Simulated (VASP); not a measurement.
# Rb: single point with PBE

The system is Rb.

```
Rb
1.0
     7.12111    0.00000    0.00000
    -3.56055    6.16706    0.00000
     0.00000    0.00000    4.25463
Rb
3
Direct
  0.00000 0.00000 0.00000
  0.33333 0.66667 0.50000
  0.66667 0.33333 0.50000
```

This isn't the form of Rb at room conditions, which is bcc.

| Property | Result |
| --- | --- |
| Program | VASP 6.6.1 |
| Task | single point |
| Functional | PBE |
| Potentials or basis | VASP PAW PBE potentials, release 64 (Rb_sv) |
| Cutoff | 520 eV |
| k mesh | 5 × 5 × 7 |
| Occupations | fermi-dirac, width 0.05 eV |
| Spin | no spin polarisation |
| Dipole correction | no |
| Further INCAR settings | ALGO = Normal; EDIFF = 1e-06; NBANDS = 20 |

```yaml
Pressure: 2.2 GPa
Band_gap_on_the_k_mesh: zero (an odd number of electrons rules out a gap without spin polarisation)
```

Levels at points of the mesh, in eV from the Fermi level:
| k point | band 11 | band 12 | band 13 | band 14 | band 15 | band 16 |
| --- | --- | --- | --- | --- | --- | --- |
| (0.00, 0.00, 0.00) | -12.75 | -12.70 | -2.49 | 1.10 | 1.24 | 1.24 |

It took 37 s on 1 thread of Intel(R) Xeon(R) 6975P-C (Granite Rapids) (shared host), peak memory 0.31 GiB.
